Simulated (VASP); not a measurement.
Runs of VASP 6.6.1 on Ge. The structure is that of space group I4_1/amd (No. 141), or close to it. The cells are those of the table. 

| cell | gap on the mesh (eV) | pressure (GPa) |
| --- | --- | --- |
| a = 3.884 Å, angles 97.4, 97.4, 137.9°, 2 atoms | none | -0.1 |
| a = 3.767 Å, angles 97.4, 97.4, 138.0°, 2 atoms | none | 9.3 |
| a = 3.922 Å, angles 97.4, 97.4, 137.8°, 2 atoms | none | -2.3 |
| a = 3.727 Å, angles 97.3, 97.3, 138.1°, 2 atoms | none | (b) |
| a = 3.807 Å, angles 97.4, 97.4, 137.9°, 2 atoms | none | (a) |

Alike in all rows: task single point; level PBEsol; potentials or basis VASP PAW PBE potentials, release 64 (Ge_d); no spin polarisation; k mesh 16 × 16 × 16; cutoff (eV) 520; smearing gaussian 0.1 eV.

Problem. Fill in the values left out.

Solution. (a) 5.6; (b) 13.6.

Caveats: the PAW data sets were made with another functional, which shifts forces and pressure a little; the cell stands under pressure (at least some runs).

A k mesh can miss the band edges, and the runs leave out spin-orbit coupling on Ge.

A gap of «none» marks levels without a gap at the run's occupations.
